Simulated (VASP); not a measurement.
Crystal: Co.

```xyz
4
Lattice="2.4706 0.0000 0.0000 -1.2353 2.1396 0.0000 0.0000 0.0000 8.0882" Properties=species:S:1:pos:R:3 pbc="T T T"
Co    1.2353    0.7132    6.0662
Co    0.0000    0.0000    4.0441
Co    0.0000    1.4264    2.0221
Co    0.0000    0.0000    0.0000
```

Base run:

* Program: VASP 6.6.1
* Functional: PBE
* Potentials or basis: VASP PAW PBE potentials, release 64 (Co)
* Cutoff: 520 eV
* k mesh: 10 × 10 × 3
* Occupations: fermi-dirac, width 0.05 eV
* Spin: collinear spin, ferromagnetic start
* Starting moments: [1.0, 1.0, 1.0, 1.0] μB
* Fixed moment: 4 μB

Its results: pressure -3.7 GPa; site moments Co +0.78, +1.25 μB.

Question: The run is repeated on the same cell with these changes: fixed moment from 4 μB to 2 μB; moments at the start from [1.0, 1.0, 1.0, 1.0] to [0.5, 0.5, 0.5, 0.5]. What comes out?

Answer: Pressure -6.7 GPa; site moments Co +0.07, +0.95 μB.

Caveats: the total moment is fixed, so each spin has its own Fermi level.
